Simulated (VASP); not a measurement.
Set up this calculation in VASP 6.6.1, as the native input.

```yaml
Task: single point
Functional: PBE
Potentials_or_basis: VASP PAW PBE potentials, release 64 (Si)
Cutoff: 520 eV
k_mesh: 2 × 2 × 2
Occupations: gaussian, width 0.1 eV
Spin: no spin polarisation
Dipole_correction: no
Further_INCAR_settings: LREAL = Auto; ALGO = Normal; EDIFF = 1e-06; NBANDS = 43
```

The structure of Si (a cell with a defect) lies in POSCAR:

```
Si
1.0
    0.0000000000      5.4176120000      5.4176120000
    5.4176120000      0.0000000000      5.4176120000
    5.4176120000      5.4176120000      0.0000000000
Si
15
Direct
   -0.0017860268     -0.0001070582      0.0000260262
    0.1233252769      0.1249728663      0.1251282853
   -0.0035270152     -0.0018663204      0.5004957904
    0.1217948055      0.1235125365      0.6245391881
   -0.0034643492      0.5003330803     -0.0016425133
    0.1218742686      0.6244198551      0.1236401758
    0.0066531158      0.4985600667      0.4986859524
    0.1406915999      0.6233732685      0.6236080583
    0.4986802303     -0.0019135737     -0.0016200865
    0.6227485468      0.1234680520      0.1236295622
    0.4968395670      0.0082564052      0.4986458979
    0.6216954075      0.1422123807      0.6236220866
    0.4969193069      0.4985214888      0.0084230838
    0.6217903755      0.6233563792      0.1425594893
    0.5313160116      0.5327871394      0.5330276513
```

These files were run (other wordings do the same):

INCAR

```
PREC     = Accurate       # precision mode
ENCUT    = 520            # plane-wave cutoff, eV
EDIFF    = 1E-6           # SCF threshold, eV
ISMEAR   = 0              # smearing method
SIGMA    = 0.1            # smearing width, eV
LREAL    = Auto         
LASPH    = True           # aspherical terms in the spheres
NELM     = 100            # most SCF steps
ALGO     = Normal         # electronic algorithm
ISIF     = 2              # what is computed and relaxed
LWAVE    = False          # write WAVECAR
LCHARG   = False          # write CHGCAR
GGA      = PE             # functional
NBANDS   = 43             # bands
```

KPOINTS

```
Automatic mesh
0
Gamma
  2 2 2
```

Potentials or basis: VASP PAW PBE potentials, release 64 (Si).

The run is started by

```console
$ cat potpaw_PBE.64/Si/POTCAR > POTCAR
$ mpirun -np 1 vasp_std > vasp.out
```

Results of the run:

```
Pressure               : -0.6 GPa
Largest force          : 0.800 eV/Å
Band gap on the k mesh : zero (bands 30 and 31 overlap by 0.28 eV)
```

Caveat: the k points lie up to 0.50 Å⁻¹ apart.

Run time: 7 min on 1 thread of Intel Xeon 8259CL, with other jobs on the host, peak memory 0.46 GiB.
